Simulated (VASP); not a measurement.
# CrO2 (P-3m1) in VASP: further runs

CrO2 is run at these levels: PBEsol; tasks: single point.

Program: VASP 6.6.1. These are calculated values, not measurements. Logs are shortened: lines on timing, memory, paths and dates and some standing lists are left out, and cuts for length are marked.

## Step 1: The cell of the first run

The structure is trigonal, space group P-3m1 (No. 164). Conventional cell: a = 2.857 Å, b = 2.857 Å, c = 4.871 Å, α = 90.00°, β = 90.00°, γ = 120.00°. Within 2.5 Å of Cr (site symmetry -3m) lie 6 O at 1.90 Å. O (site symmetry 3m) has 3 Cr at 1.90 Å and 3 O at 2.51 Å within 2.6 Å.

## Step 2: Single point, PBEsol, collinear spin, ferromagnetic start

Input file INCAR:

```
SYSTEM = CrO2
ALGO = Normal ; EDIFF = 1E-6
ENCUT = 520 ; GGA = PS
ISIF = 2 ; ISMEAR = 0
ISPIN = 2 ; LASPH = .TRUE.
LCHARG = .TRUE. ; LELF = .TRUE.
LMAXMIX = 4 ; LORBIT = 11
LREAL = .FALSE. ; LVHAR = .TRUE.
LWAVE = .FALSE. ; MAGMOM = 1.87 0 0
NBANDS = 23 ; NELM = 150
PREC = Accurate ; SIGMA = 0.05
```

Input file KPOINTS:

```
k-points
0
G
  12 12 6
  0 0 0
```

Input file POSCAR:

```
CrO2
1.0
    2.8569239495      0.0000000000      0.0000000000
   -1.4284619747      2.4741687169      0.0000000000
    0.0000000000      0.0000000000      4.8711828256
Cr O
1 2
Direct
    0.0000000000      0.0000000000      0.0000000000
    0.3333333333      0.6666666667      0.1938880501
    0.6666666667      0.3333333333      0.8061119499
```

Potentials or basis: VASP PAW PBE potentials, release 64 (Cr_pv, O).

Started as:

```bash
$ cat potpaw_PBE.64/Cr_pv/POTCAR potpaw_PBE.64/O/POTCAR > POTCAR
$ mpirun -np 1 vasp_std > vasp.out
```

OUTCAR:

```text
SYSTEM = CrO2
   EDIFF = 1E-6
   ENCUT = 520
   GGA = PS
   ISIF = 2
   ISMEAR = 0
   ISPIN = 2
   LASPH = .TRUE.
   LORBIT = 11
   LREAL = .FALSE.
   NELM = 150
   PREC = Accurate

 ion  position               nearest neighbor table
   1  0.000  0.000  0.000-   2 1.90   3 1.90   2 1.90   3 1.90   3 1.90   2 1.90
   2  0.333  0.667  0.194-   1 1.90   1 1.90   1 1.90
   3  0.667  0.333  0.806-   1 1.90   1 1.90   1 1.90

  LATTYP: Found a hexagonal cell.
 ALAT       =     2.8569239495
 C/A-ratio  =     1.7050446255

  Lattice vectors:

 A1 = (   2.8569239495,   0.0000000000,   0.0000000000)
 A2 = (  -1.4284619747,   2.4741687169,   0.0000000000)
 A3 = (   0.0000000000,   0.0000000000,   4.8711828256)

Analysis of symmetry for initial positions (statically):
=====================================================================
 Subroutine PRICEL returns:
 Original cell was already a primitive cell.

 Routine SETGRP: Setting up the symmetry group for a
 hexagonal supercell.

 Subroutine GETGRP returns: Found 12 space group operations
 (whereof 12 operations were pure point group operations)
 out of a pool of 24 trial point group operations.

The static configuration has the point symmetry D_3d.

Analysis of symmetry for dynamics (positions and initial velocities):
=====================================================================
 Subroutine PRICEL returns:
 Original cell was already a primitive cell.

 Routine SETGRP: Setting up the symmetry group for a
 hexagonal supercell.

 Subroutine GETGRP returns: Found 12 space group operations
 (whereof 12 operations were pure point group operations)
 out of a pool of 24 trial point group operations.

The dynamic configuration has the point symmetry D_3d.

Analysis of structural, dynamic, and magnetic symmetry:
=====================================================================
 Subroutine PRICEL returns:
 Original cell was already a primitive cell.

 Routine SETGRP: Setting up the symmetry group for a
 hexagonal supercell.

 Subroutine GETGRP returns: Found 12 space group operations
 (whereof 12 operations were pure point group operations)
 out of a pool of 24 trial point group operations.

The overall configuration has the point symmetry D_3d.

 Subroutine INISYM returns: Found 12 space group operations
 (whereof 12 operations are pure point group operations),
 and found     1 'primitive' translations

----------------------------------------------------------------------------------------
[... 120 lines left out ...]
   GGA     = PS    functional components
   LHFCALC =     F    Hartree Fock is set to
   AEXX    =    0.0000 exact exchange contribution
   IVDW    =     0    specifies the selected vdW correction
   LEPSILON=     F    determine dielectric tensor
   LRPA    =     F    only Hartree local field effects (RPA)
 spin polarized calculation
 Gauss-broadening in eV      SIGMA  =   0.05
  energy-cutoff  :      520.00
  volume of cell :       34.43
 maximum number of plane-waves:       942
 NGX is ok and might be reduce to    24
   NGX = 11   NGY = 11   NGZ = 19

 number of electron      23.9999988 magnetization       1.9999845

 Free energy of the ion-electron system (eV)
  ---------------------------------------------------
  ext. energy  EPLUGINS =         0.00000000
  ---------------------------------------------------
  free energy    TOTEN  =       -25.96173728 eV

  energy without entropy =      -25.95997043  energy(sigma->0) =      -25.96085386

 E-fermi :   3.3345     XC(G=0): -10.6245

 val. band max:        3.3119550821   @ k =   0.5000   0.0000   0.0000
 cond. band min:       3.3421845077   @ k =   0.4167   0.0833   0.5000
 fundamental gap:      0.0302294256
 Fermi energy:         3.3344526606

 spin component 1

 k-point     1 :       0.0000    0.0000    0.0000
  band No.  band energies     occupation
      1     -41.3416      1.00000
      2     -41.2353      1.00000
      3     -41.2353      1.00000
      4     -16.4938      1.00000
      5     -14.2041      1.00000
      6      -3.0349      1.00000
[... 613 lines left out ...]
     22      22.4443      0.00000
     23      23.8839      0.00000

 [... further k-points ...]

 spin component 2

 k-point     1 :       0.0000    0.0000    0.0000
  band No.  band energies     occupation
      1     -39.1715      1.00000
      2     -39.1064      1.00000
      3     -39.1064      1.00000
      4     -16.4659      1.00000
      5     -14.2327      1.00000
      6      -2.5955      1.00000
[... 613 lines left out ...]
     22      23.0459      0.00000
     23      24.1509      0.00000

 [... further k-points ...]

------------------------ aborting loop because EDIFF is reached ----------------------------------------

  FORCE on cell =-STRESS in cart. coord.  units (eV):
  Direction    XX          YY          ZZ          XY          YZ          ZX
  --------------------------------------------------------------------------------------
  -------------------------------------------------------------------------------------
  Total        0.1782510      0.1782510      0.0671213      0.0000000      0.0000000      0.0000000
  in kB        8.2943079      8.2943079      3.1232644      0.0000000      0.0000000      0.0000000
  external PRESSURE =       6.5706267 kB  Pullay stress =       0.0000000 kB

 VOLUME and BASIS-vectors are now :
 -----------------------------------------------------------------------------
  energy-cutoff  :      520.00
  volume of cell :       34.43
      direct lattice vectors                 reciprocal lattice vectors
     2.856923950  0.000000000  0.000000000     0.350026818  0.202088078  0.000000000
    -1.428461975  2.474168717  0.000000000     0.000000000  0.404176155  0.000000000
     0.000000000  0.000000000  4.871182826     0.000000000  0.000000000  0.205288948

 POSITION                                       TOTAL-FORCE (eV/Angst)
 -----------------------------------------------------------------------------------
      0.00000      0.00000      0.00000         0.000000      0.000000      0.000000
     -0.00000      1.64945      0.94446        -0.000000      0.000000      0.057758
      1.42846      0.82472      3.92672         0.000000     -0.000000     -0.057758
 -----------------------------------------------------------------------------------
    total drift:                                0.000000     -0.000000      0.000000

  FREE ENERGIE OF THE ION-ELECTRON SYSTEM (eV)
  ---------------------------------------------------
  free  energy   TOTEN  =       -25.9617372846 eV

  energy  without entropy=      -25.9599704338  energy(sigma->0) =      -25.96085386

 total charge

# of ion       s       p       d       tot
------------------------------------------
    1        0.364   6.485   4.125  10.974
    2        1.577   3.421   0.000   4.997
    3        1.577   3.421   0.000   4.997
--------------------------------------------------
tot          3.517  13.326   4.125  20.969

 magnetization (x)

# of ion       s       p       d       tot
------------------------------------------
    1        0.023   0.021   1.991   2.035
    2        0.000  -0.047   0.000  -0.047
    3        0.000  -0.047   0.000  -0.047
--------------------------------------------------
tot          0.023  -0.072   1.991   1.942
```

Run time: 4.7 min. Hardware: 1 thread of Oxide Virtual Turin-like, shared host; peak memory 0.21 GiB.

What came out:

```yaml
Free_energy: -25.9617 eV
Pressure: 0.7 GPa
Largest_force: 0.058 eV/Å
Band_gap_on_the_k_mesh: zero (filled and empty bands overlap)
Net_moment: 2.00 μB per cell
Site_moments: Cr +2.04; O -0.05 μB
Valence_electrons_inside_the_program's_atomic_spheres: Cr 10.97; O 5.00
```

Forces in eV/Å, atoms in the order of the input:
```
Cr   0.000  0.000  0.000
O    0.000  0.000  0.058
O    0.000  0.000 -0.058
```

Caveat: an empty level that is flat over the whole mesh can mark a ghost state of the potentials, or a narrow d or f band; the PAW data sets were made with another functional, which shifts forces and pressure a little; a cell with one magnetic atom can't hold antiferromagnetic order, which such compounds often take; semilocal functionals often make such compounds metallic where correlation or magnetic order opens a gap, which also shifts bond lengths.

## Step 3: Single point, PBEsol, collinear spin, ferromagnetic start (11.71 Å³/atom)

This run uses another cell than the first one, of 11.71 Å³/atom.

Input file INCAR:

```
SYSTEM = CrO2
PREC = Accurate
ENCUT = 520
EDIFF = 1E-7
ISMEAR = 0
SIGMA = 0.05
LREAL = .FALSE.
LASPH = .TRUE.
NELM = 150
ALGO = Normal
ISIF = 2
LWAVE = .FALSE.
LCHARG = .TRUE.
ISPIN = 2
MAGMOM = 1.87 0 0
LORBIT = 11
LMAXMIX = 4
GGA = PS
LELF = .TRUE.
LVHAR = .TRUE.
NBANDS = 23
```

Input file KPOINTS:

```
regular mesh
0
G
  12 12 6
  0 0 0
```

Input file POSCAR:

```
CrO2
1.0
    2.8575532238      0.0000000000      0.0000000000
   -1.4287766119      2.4747136845      0.0000000000
    0.0000000000      0.0000000000      4.9664184058
Cr O
1 2
Direct
    0.0000000000      0.0000000000      0.0000000000
    0.3333333333      0.6666666667      0.1900753901
    0.6666666667      0.3333333333      0.8099246099
```

Potentials or basis: VASP PAW PBE potentials, release 64 (Cr_pv, O).

Started as:

```bash
$ cat potpaw_PBE.64/Cr_pv/POTCAR potpaw_PBE.64/O/POTCAR > POTCAR
$ mpirun -np 1 vasp_std > vasp.out
```

Wall time 4.9 min (1 thread of Oxide Virtual Turin-like, shared host); peak memory 0.23 GiB.

The run converged. Its results:

* Free energy: -25.9619 eV
* Pressure: 0.6 GPa
* Largest force: 0.061 eV/Å
* Band gap on the k mesh: zero (filled and empty bands overlap)
* Net moment: 2.00 μB per cell
* Site moments: Cr +2.04; O -0.05 μB
* Valence electrons inside the program's atomic spheres: Cr 10.97; O 5.00

Forces in eV/Å, atoms in the order of the input:
```
Cr   0.000  0.000  0.000
O    0.000  0.000  0.061
O    0.000  0.000 -0.061
```

Stress tensor (GPa, compression positive):
```
0.74 0.00 0.00
0.00 0.74 0.00
0.00 0.00 0.27
```

Levels at points of the mesh, in eV from the Fermi level:
Spin up:
```
           k point  band 10  band 11  band 12  band 13  band 14  band 15  band 16  band 17
(0.00, 0.00, 0.00)    -1.77    -1.77    -1.36    -1.36     0.65     3.72     3.72     4.81
(0.50, 0.00, 0.00)    -3.19    -2.63    -0.78    -0.58    -0.03     3.07     3.58     4.81
(0.00, 0.00, 0.50)    -1.79    -1.79    -1.36    -1.36     0.82     3.74     3.74     4.81
(0.50, 0.00, 0.50)    -3.15    -2.28    -0.82    -0.58    -0.07     3.07     3.54     4.81
```
Spin down:
```
           k point  band 8  band 9  band 10  band 11  band 12  band 13  band 14  band 15
(0.00, 0.00, 0.00)   -5.51   -1.91    -1.82    -1.82     0.88     0.88     2.49     4.66
(0.50, 0.00, 0.00)   -4.66   -3.62    -3.16    -2.65     1.11     1.82     2.01     4.16
(0.00, 0.00, 0.50)   -5.36   -2.76    -1.83    -1.83     0.88     0.88     2.59     4.68
(0.50, 0.00, 0.50)   -4.69   -3.53    -3.12    -2.30     1.08     1.82     2.00     4.15
```

Caveat: an empty level that is flat over the whole mesh can mark a ghost state of the potentials, or a narrow d or f band; the PAW data sets were made with another functional, which shifts forces and pressure a little; a cell with one magnetic atom can't hold antiferromagnetic order, which such compounds often take; semilocal functionals often make such compounds metallic where correlation or magnetic order opens a gap, which also shifts bond lengths. With open d or f shells a metallic result of PBEsol can be an artefact of self-interaction; +U or a hybrid may open a gap.
